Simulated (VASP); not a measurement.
Wanted: the native input for a VASP 6.6.1 run.

| Quantity | Value |
| --- | --- |
| Task | single point |
| Functional | PBE |
| Potentials or basis | VASP PAW PBE potentials, release 64 (Li_sv, Cl) |
| Cutoff | 520 eV |
| k mesh | 6 × 6 × 6 |
| Occupations | gaussian, width 0.01 eV |
| Spin | no spin polarisation |
| Dipole correction | no |
| Further INCAR settings | ALGO = Normal; EDIFF = 1e-07; NBANDS = 12 |

The structure of LiCl lies in POSCAR:

```
LiCl
1.0
    0.0000000000      2.8115009939      2.8115009939
    2.8115009939      0.0000000000      2.8115009939
    2.8115009939      2.8115009939      0.0000000000
Li Cl
1 1
Direct
    0.0000000000      0.0000000000      0.0000000000
    0.2500000000      0.2500000000      0.2500000000
```

This cell differs from its parent crystal: volume changed by +6%.

These files were run (other wordings do the same):

INCAR

```
SYSTEM = LiCl
  ALGO = Normal
  EDIFF = 1E-7
  ENCUT = 520
  GGA = PE
  ISIF = 2
  ISMEAR = 0
  LASPH = .True.
  LCHARG = .False.
  LREAL = .False.
  LWAVE = .False.
  NBANDS = 12
  NELM = 60
  PREC = Accurate
  SIGMA = 0.01
```

KPOINTS

```
k-points
0
Gamma
  6 6 6
  0 0 0
```

Potentials or basis: VASP PAW PBE potentials, release 64 (Li_sv, Cl).

Launch:

```bash
$ cat potpaw_PBE.64/Li_sv/POTCAR potpaw_PBE.64/Cl/POTCAR > POTCAR
$ mpirun -np 1 vasp_std > vasp.out
```

It gave:

```yaml
Band_gap_on_the_k_mesh: 5.77 eV, direct
```

It took 15 s on 1 thread of AMD EPYC 7R13, with other jobs on the host, peak memory 0.13 GiB.
